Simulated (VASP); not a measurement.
# NaSb2 (I4/mcm) in VASP: a series of runs

NaSb2 is run at these levels: PBE; tasks: relaxation of cell and atoms, single point.

Everything below comes from runs of VASP 6.6.1. Logs are shortened: lines on timing, memory, paths and dates and some standing lists are left out, and cuts for length are marked.

## 1. The cell of the first run

Symmetry: I4/mcm, No. 140, tetragonal system. The conventional cell has a = 7.690 Å, b = 7.690 Å, c = 5.753 Å, α = 90.00°, β = 90.00°, γ = 90.00°. Na (site symmetry 422) has 2 Na at 2.88 Å and 8 Sb at 3.35 Å within 3.8 Å. Within 3.7 Å of Sb (site symmetry m2m) lie 5 Sb at 2.80 to 3.49 Å and 4 Na at 3.35 Å.

## 2. Relaxation of cell and atoms, PBE

Contents of INCAR:

```
SYSTEM = NaSb2
PREC = Accurate ; ENCUT = 600
EDIFF = 1E-6 ; ISMEAR = 0
SIGMA = 0.1 ; LREAL = .FALSE.
LASPH = .TRUE. ; NELM = 100
ALGO = Normal ; ISIF = 3
LWAVE = .FALSE. ; LCHARG = .FALSE.
GGA = PE ; IBRION = 2
NSW = 100 ; EDIFFG = -0.01
```

Contents of KPOINTS:

```
regular mesh
0
G
  8 8 8
  0 0 0
```

Contents of POSCAR:

```
NaSb2
1.0
   -3.8449628540      3.8449628540      2.8763683661
    3.8449628540     -3.8449628540      2.8763683661
    3.8449628540      3.8449628540     -2.8763683661
Na Sb
2 4
Direct
    0.2500000000      0.2500000000      0.0000000000
    0.7500000000      0.7500000000      0.0000000000
    0.6286452492      0.1286452492      0.7572904983
    0.1286452492      0.3713547508      0.5000000000
    0.3713547508      0.8713547508      0.2427095017
    0.8713547508      0.6286452492      0.5000000000
```

Potentials or basis: VASP PAW PBE potentials, release 64 (Na_pv, Sb).

Run with:

```bash
> cat potpaw_PBE.64/Na_pv/POTCAR potpaw_PBE.64/Sb/POTCAR > POTCAR
> mpirun -np 1 vasp_std > vasp.out
```

OUTCAR:

```text
SYSTEM = NaSb2
   PREC = Accurate
   ENCUT = 600
   EDIFF = 1E-6
   ISMEAR = 0
   LREAL = .FALSE.
   LASPH = .TRUE.
   NELM = 100
   ISIF = 3
   GGA = PE
   IBRION = 2
   NSW = 100
   EDIFFG = -0.01

 ion  position               nearest neighbor table
   1  0.250  0.250  0.000-
   2  0.750  0.750  0.000-
   3  0.629  0.129  0.757-   5 2.80   6 3.49   4 3.49   4 3.49   6 3.49
   4  0.129  0.371  0.500-   6 2.80   5 3.49   3 3.49   3 3.49   5 3.49
   5  0.371  0.871  0.243-   3 2.80   4 3.49   6 3.49   6 3.49   4 3.49
   6  0.871  0.629  0.500-   4 2.80   5 3.49   3 3.49   3 3.49   5 3.49

  LATTYP: Found a body centered tetragonal cell.
 ALAT       =     7.6899257080
 C/A-ratio  =     0.7480874264

  Lattice vectors:

 A1 = (  -3.8449628540,   3.8449628540,   2.8763683661)
 A2 = (   3.8449628540,  -3.8449628540,   2.8763683661)
 A3 = (   3.8449628540,   3.8449628540,  -2.8763683661)

Analysis of symmetry for initial positions (statically):
=====================================================================
 Subroutine PRICEL returns:
 Original cell was already a primitive cell.

 Routine SETGRP: Setting up the symmetry group for a
 body centered tetragonal supercell.

 Subroutine GETGRP returns: Found 16 space group operations
 (whereof  8 operations were pure point group operations)
 out of a pool of 16 trial point group operations.

The static configuration has the point symmetry C_4h.
 The point group associated with its full space group is D_4h.

Analysis of symmetry for dynamics (positions and initial velocities):
=====================================================================
 Subroutine PRICEL returns:
 Original cell was already a primitive cell.

 Routine SETGRP: Setting up the symmetry group for a
 body centered tetragonal supercell.

 Subroutine GETGRP returns: Found 16 space group operations
 (whereof  8 operations were pure point group operations)
 out of a pool of 16 trial point group operations.

The dynamic configuration has the point symmetry C_4h.
 The point group associated with its full space group is D_4h.

 Subroutine INISYM returns: Found 16 space group operations
 (whereof  8 operations are pure point group operations),
 and found     1 'primitive' translations

----------------------------------------------------------------------------------------

                                     Primitive cell

  volume of cell :     170.0939

  direct lattice vectors                    reciprocal lattice vectors
    -3.844962854  3.844962854  2.876368366     0.000000000  0.130040268  0.173830308
     3.844962854 -3.844962854  2.876368366     0.130040268  0.000000000  0.173830308
     3.844962854  3.844962854 -2.876368366     0.130040268  0.130040268  0.000000000

  length of vectors
     6.151501741  6.151501741  6.151501741     0.217088570  0.217088570  0.183904711

  position of ions in fractional coordinates (direct lattice)
     0.250000000  0.250000000  0.000000000
     0.750000000  0.750000000  0.000000000
     0.628645249  0.128645249  0.757290498
     0.128645249  0.371354751  0.500000000
     0.371354751  0.871354751  0.242709502
     0.871354751  0.628645249  0.500000000

  ion indices of the primitive-cell ions
   primitive index   ion index
                 1           1
                 2           2
                 3           3
                 4           4
                 5           5
                 6           6

----------------------------------------------------------------------------------------

 KPOINTS: regular mesh

Automatic generation of k-mesh.
 Grid dimensions read from file:
 generate k-points for:    8    8    8

 Generating k-lattice:

  Cartesian coordinates                     Fractional coordinates (reciprocal lattice)
     0.000000000  0.016255034  0.021728789     0.125000000  0.000000000  0.000000000
     0.016255034  0.000000000  0.021728789     0.000000000  0.125000000  0.000000000
     0.016255034  0.016255034  0.000000000     0.000000000  0.000000000  0.125000000

  Length of vectors
     0.027136071  0.027136071  0.022988089

  Shift w.r.t. Gamma in fractional coordinates (k-lattice)
     0.000000000  0.000000000  0.000000000

 Subroutine IBZKPT returns following result:
 ===========================================

 Found     59 irreducible k-points:

 Following reciprocal coordinates:
            Coordinates               Weight
  0.000000  0.000000  0.000000      1.000000
  0.125000 -0.000000  0.000000      8.000000
  0.250000 -0.000000  0.000000      8.000000
  0.375000  0.000000  0.000000      8.000000
  0.500000 -0.000000  0.000000      4.000000
  0.125000  0.125000  0.000000      8.000000
[... 16 lines left out ...]
  0.250000  0.125000  0.125000     16.000000
  0.375000  0.125000  0.125000      8.000000
 [... further k-points ...]
   k-points           NKPTS =     59   k-points in BZ     NKDIM =     59   number of bands    NBANDS=     21
   number of dos      NEDOS =    301   number of ions     NIONS =      6
   total plane-waves  NPLWV = 125000
   dimension x,y,z NGX =    50 NGY =   50 NGZ =   50
   dimension x,y,z NGXF=   100 NGYF=  100 NGZF=  100
   ions per type =               2   4
   NGX,Y,Z   is equivalent  to a cutoff of  13.51, 13.51, 13.51 a.u.
   NGXF,Y,Z  is equivalent  to a cutoff of  27.03, 27.03, 27.03 a.u.
 SYSTEM =  NaSb2
   PREC   = accura    normal or accurate (medium, high low for compatibility)
   ISTART =      0    job   : 0-new  1-cont  2-samecut
   ICHARG =      2    charge: 1-file 2-atom 10-const
   ISPIN  =      1    spin polarized calculation?
   LNONCOLLINEAR =      F non collinear calculations
   LSORBIT =      F    spin-orbit coupling
   LASPH  =      T    aspherical Exc in radial PAW
   ENCUT  =  600.0 eV  44.10 Ry    6.64 a.u.  12.29 12.29 12.29*2*pi/ulx,y,z
   NELM   =    100;   NELMIN=  2; NELMDL= -5     # of ELM steps
   EDIFF  = 0.1E-05   stopping-criterion for ELM
   LREAL  =      F    real-space projection
   EDIFFG = -.1E-01   stopping-criterion for IOM
   NSW    =    100    number of steps for IOM
   IBRION =      2    ionic relax: 0-MD 1-quasi-New 2-CG
   NFREE  =      1    steps in history (QN), initial steepest desc. (CG)
   ISIF   =      3    stress and relaxation
   ISYM   =      2    0-nonsym 1-usesym 2-fastsym
   POTIM  = 0.5000    time-step for ionic-motion
   TEBEG  =    0.0;   TEEND  =   0.0 temperature during run
   PSTRESS=    0.0 pullay stress
   NELECT =      34.0000    total number of electrons
   NUPDOWN=      -1.0000    fix difference up-down
   EMIN   =  10.00;   EMAX   =-10.00  energy-range for DOS
   EFERMI =   0.00;   METHOD = LEGACY
   ISMEAR =     0;   SIGMA  =   0.10  broadening in eV -4-tet -1-fermi 0-gaus
   EFERMI_NEDOS =   21; number of points for ismear=-14 and -15
   IALGO  =     38    algorithm
   IMIX   =      4    mixing-type and parameters
     AMIX     =   0.40;   BMIX     =  1.00
     AMIX_MAG =   1.60;   BMIX_MAG =  1.00
  volume/ion in A,a.u.               =      28.35       191.31
  Fermi-wavevector in a.u.,A,eV,Ry     =   0.957205  1.808855 12.466216  0.916241
  Thomas-Fermi vector in A             =   2.086202
   LORBIT       =      0    0 simple, 1 ext, 2 COOP (PROOUT), +10 PAW based schemes
   GGA     = PE    functional components
   LHFCALC =     F    Hartree Fock is set to
   AEXX    =    0.0000 exact exchange contribution
   IVDW    =     0    specifies the selected vdW correction
   LEPSILON=     F    determine dielectric tensor
   LRPA    =     F    only Hartree local field effects (RPA)
 conjugate gradient relaxation of ions
 non-spin polarized calculation
 Gauss-broadening in eV      SIGMA  =   0.10
  energy-cutoff  :      600.00
  volume of cell :      170.09
 maximum number of plane-waves:      5716
 NGX is ok and might be reduce to    50
   NGX = 25   NGY = 25   NGZ = 25

--------------------------------------- Ionic step        1  -------------------------------------------

 number of electron      34.0000009 magnetization

 Free energy of the ion-electron system (eV)
  ---------------------------------------------------
  ext. energy  EPLUGINS =         0.00000000
  ---------------------------------------------------
  free energy    TOTEN  =       -19.19993099 eV

  energy without entropy =      -19.18224874  energy(sigma->0) =      -19.19108987

------------------------ aborting loop because EDIFF is reached ----------------------------------------

  FORCE on cell =-STRESS in cart. coord.  units (eV):
  Direction    XX          YY          ZZ          XY          YZ          ZX
  --------------------------------------------------------------------------------------
  -------------------------------------------------------------------------------------
  Total        0.0974260      0.0974260     -0.0452530      0.0000000     -0.0000000      0.0000000
  in kB        0.9176912      0.9176912     -0.4262548      0.0000000     -0.0000000      0.0000000
  external PRESSURE =       0.4697092 kB  Pullay stress =       0.0000000 kB
[... 145 lines left out ...]
  energy  without entropy=      -19.1821495046  energy(sigma->0) =      -19.19109548

--------------------------------------- Ionic step        5  -------------------------------------------

 number of electron      34.0000008 magnetization

 Free energy of the ion-electron system (eV)
  ---------------------------------------------------
  ext. energy  EPLUGINS =         0.00000000
  ---------------------------------------------------
  free energy    TOTEN  =       -19.20007249 eV

  energy without entropy =      -19.18208548  energy(sigma->0) =      -19.19107898

 E-fermi :   5.2613     XC(G=0):  -9.0496

 val. band max:        5.2594968532   @ k =   0.3750   0.2500   0.0000
 cond. band min:       5.2734435631   @ k =  -0.3750   0.2500  -0.0000
 fundamental gap:      0.0139467100
 Fermi energy:         5.2613211864

 k-point     1 :       0.0000    0.0000    0.0000
  band No.  band energies     occupation
      1     -19.4052      2.00000
      2     -19.2125      2.00000
      3     -19.2125      2.00000
      4     -19.1919      2.00000
      5     -19.1848      2.00000
      6     -19.1848      2.00000
[... 550 lines left out ...]
      5     -19.1986      2.00000
      6     -19.1986      2.00000
[... 13 lines left out ...]
     20       6.7409      0.00000
     21       7.5907      0.00000

 [... further k-points ...]

------------------------ aborting loop because EDIFF is reached ----------------------------------------

  FORCE on cell =-STRESS in cart. coord.  units (eV):
  Direction    XX          YY          ZZ          XY          YZ          ZX
  --------------------------------------------------------------------------------------
  -------------------------------------------------------------------------------------
  Total        0.0171550      0.0171550     -0.0206038      0.0000000      0.0000000      0.0000000
  in kB        0.1615012      0.1615012     -0.1939695      0.0000000      0.0000000      0.0000000
  external PRESSURE =       0.0430110 kB  Pullay stress =       0.0000000 kB
[... 21 lines left out ...]
  FREE ENERGIE OF THE ION-ELECTRON SYSTEM (eV)
  ---------------------------------------------------
  free  energy   TOTEN  =       -19.2000724863 eV

  energy  without entropy=      -19.1820854768  energy(sigma->0) =      -19.19107898

 reached required accuracy - stopping structural energy minimisation
```

It took 10 min on 1 thread of Intel Xeon 8259CL, shared host; peak memory 0.51 GiB.

Results:

```
Free energy                           : -19.2001 eV
Relaxed volume                        : 28.36 Å³/atom
Relaxed cell                          : a = 6.154 Å, b = 6.154 Å, c = 6.154 Å, α = 102.60°, β = 102.60°, γ = 124.32°
Space group after relaxing (to 0.1 Å) : I4/mcm (No. 140)
Energy gained by relaxing             : 0.0 meV/atom
Ionic steps                           : 5
Pressure after relaxing               : 0.0 GPa
Band gap on the k mesh                : zero (bands 17 and 18 overlap by 1.99 eV)
```

The path:
| step | energy change (eV) | largest force (eV/Å) | pressure (GPa) | volume (Å³) |
| --- | --- | --- | --- | --- |
| 1 | 0.0000 | 0.0205 | 0.05 | 170.09 |
| 2 | -0.0001 | 0.0034 | -0.03 | 170.30 |
| 3 | -0.0001 | 0.0021 | -0.03 | 170.29 |
| 4 | -0.0001 | 0.0012 | -0.03 | 170.28 |
| 5 | -0.0001 | 0.0012 | 0.00 | 170.19 |

Final structure:
```cif
data_structure
_symmetry_space_group_name_H-M 'P 1'
_symmetry_Int_Tables_number 1
_cell_length_a 6.1538
_cell_length_b 6.1538
_cell_length_c 6.1538
_cell_angle_alpha 102.596
_cell_angle_beta 102.596
_cell_angle_gamma 124.324
_cell_volume 170.19
loop_
_atom_site_label
_atom_site_type_symbol
_atom_site_fract_x
_atom_site_fract_y
_atom_site_fract_z
_atom_site_occupancy
Na1 Na 0.25000 0.25000 0.00000 1
Na2 Na 0.75000 0.75000 0.00000 1
Sb1 Sb 0.62874 0.12874 0.75747 1
Sb2 Sb 0.12874 0.37126 0.50000 1
Sb3 Sb 0.37126 0.87126 0.24253 1
Sb4 Sb 0.87126 0.62874 0.50000 1
```

Caveat: spin-orbit coupling is left out, which moves the levels of the heavy elements.

## 3. Single point, PBE

Contents of INCAR:

```
PREC = Accurate
ENCUT = 520
EDIFF = 1E-6
ISMEAR = 0
SIGMA = 0.1
LREAL = F
LASPH = T
NELM = 60
ALGO = Normal
ISIF = 2
LWAVE = F
LCHARG = F
GGA = PE
NBANDS = 26
```

Contents of KPOINTS:

```
regular mesh
0
Gamma
  8 8 8
```

POSCAR is that of step 2.

Potentials or basis: VASP PAW PBE potentials, release 64 (Na_pv, Sb).

Run with:

```bash
> cat potpaw_PBE.64/Na_pv/POTCAR potpaw_PBE.64/Sb/POTCAR > POTCAR
> mpirun -np 1 vasp_std > vasp.out
```

Wall time 2.7 min (1 thread of Intel Xeon Platinum 8259CL at 2.50GHz (Skylake/Cascade Lake), shared host); peak memory 0.44 GiB.

It converged, with:

```
Free energy            : -19.1999 eV
Pressure               : 0.1 GPa
Largest force          : 0.021 eV/Å
Band gap on the k mesh : zero (bands 17 and 18 overlap by 1.98 eV)
```

Forces on the atoms (eV/Å):
```
Na   0.000  0.000  0.000
Na   0.000  0.000  0.000
Sb   0.015  0.015  0.000
Sb  -0.015  0.015  0.000
Sb  -0.015 -0.015  0.000
Sb   0.015 -0.015  0.000
```

Stress tensor (GPa, compression positive):
```
 0.10  0.00  0.00
 0.00  0.10  0.00
 0.00  0.00 -0.04
```

Levels at points of the mesh, in eV from the Fermi level:
```tsv
k point	band 14	band 15	band 16	band 17	band 18	band 19	band 20	band 21
(0.00, 0.00, 0.00)	-2.36	-2.36	-1.46	-1.46	-0.32	-0.27	3.00	3.26
(0.50, 0.00, 0.00)	-1.82	-0.99	-0.99	-0.48	-0.48	1.61	1.61	2.18
(0.50, 0.50, 0.00)	-1.87	-1.74	-1.67	-1.31	0.50	0.98	1.71	2.02
(0.50, 0.50, 0.50)	-1.18	-1.18	-1.10	0.37	0.37	0.90	1.96	1.97
```

Caveat: spin-orbit coupling is left out, which moves the levels of the heavy elements.

## 4. Single point, PBE

Contents of INCAR:

```
SYSTEM = NaSb2
  PREC = Accurate
  ENCUT = 520
  EDIFF = 1E-7
  ISMEAR = 0
  SIGMA = 0.1
  LREAL = .FALSE.
  LASPH = .TRUE.
  NELM = 100
  ALGO = Normal
  ISIF = 2
  LWAVE = .FALSE.
  LCHARG = .TRUE.
  GGA = PE
  LELF = .TRUE.
  LVHAR = .TRUE.
  NBANDS = 26
```

Contents of KPOINTS:

```
regular mesh
0
G
  8 8 8
  0 0 0
```

Edit POSCAR of step 3 so:

```diff
@@ -12,3 +12,3 @@
     0.1286452492      0.3713547508      0.5000000000
-    0.3713547508      0.8713547508      0.2427095017
+    0.3713547508      0.8713547508      0.2427095016
     0.8713547508      0.6286452492      0.5000000000
```

Run with:

```bash
> cat potpaw_PBE.64/Na_pv/POTCAR potpaw_PBE.64/Sb/POTCAR > POTCAR
> mpirun -np 1 vasp_std > vasp.out
```

It took 3.4 min on 1 thread of Intel Xeon Platinum 8259CL at 2.50GHz (Skylake/Cascade Lake), shared host; peak memory 0.44 GiB.

Results (log left out):

* Free energy: -19.1999 eV
* Pressure: 0.0 GPa
* Largest force: 0.021 eV/Å
* Band gap on the k mesh: zero (bands 17 and 18 overlap by 1.98 eV)

Forces in eV/Å, atoms in the order of the input:
```
Na   0.000  0.000  0.000
Na   0.000  0.000  0.000
Sb   0.015  0.015  0.000
Sb  -0.015  0.015  0.000
Sb  -0.015 -0.015  0.000
Sb   0.015 -0.015  0.000
```

Stress tensor (GPa, compression positive):
```
 0.09  0.00  0.00
 0.00  0.09  0.00
 0.00  0.00 -0.04
```

Levels at points of the mesh, in eV from the Fermi level:
| k point | band 13 | band 14 | band 15 | band 16 | band 17 | band 18 | band 19 | band 20 | band 21 | band 22 |
| --- | --- | --- | --- | --- | --- | --- | --- | --- | --- | --- |
| (0.00, 0.00, 0.00) | -3.34 | -2.36 | -2.36 | -1.46 | -1.46 | -0.32 | -0.27 | 3.00 | 3.26 | 3.29 |
| (0.50, 0.00, 0.00) | -1.82 | -1.82 | -0.99 | -0.99 | -0.48 | -0.48 | 1.61 | 1.61 | 2.18 | 2.18 |
| (0.50, 0.50, 0.00) | -2.16 | -1.87 | -1.74 | -1.67 | -1.31 | 0.50 | 0.98 | 1.71 | 2.02 | 2.34 |
| (0.50, 0.50, 0.50) | -1.74 | -1.18 | -1.18 | -1.10 | 0.37 | 0.37 | 0.90 | 1.96 | 1.97 | 1.97 |

Caveat: spin-orbit coupling is left out, which moves the levels of the heavy elements.

(Continued in part 2 of 2.)
